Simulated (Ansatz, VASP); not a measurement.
One calculation of Mg, two programs

```
Mg
1.0
     3.19503    0.00000    0.00000
    -1.59751    2.76697    0.00000
     0.00000    0.00000    5.10777
Mg
2
Direct
  0.33333 0.66667 0.25000
  0.66667 0.33333 0.75000
```

Alike in both runs: task relaxation of cell and atoms; functional r2SCAN; k mesh 15 × 15 × 8; occupations fermi-dirac, width 0.15 eV; no spin polarisation.

|  | VASP | Ansatz |
| --- | --- | --- |
| version | VASP 6.6.1 | Ansatz 0.2.0 |
| potentials or method | VASP PAW PBE potentials, release 64 (Mg), cutoff 600 eV | scalar-relativistic, plane waves, PAW |
| valence electrons in the cell | 4 | 20 |

```tsv
	VASP	Ansatz	Ansatz less VASP
gap on the k mesh at the Fermi level, each at its own relaxed structure (eV)	none	none	-
relaxed volume (Å³/atom)	22.46	22.64	+0.184
relaxed cell length with the largest relative difference (Å)	5.118	5.132	+0.0142
```

VASP's potentials were made for PBE, not for r2SCAN. A gap of «none» marks a metal or a gap that the smearing closes. VASP's potentials hold 4 valence electrons a cell and Ansatz's 20, so a difference there can come from the potentials and not from the codes.
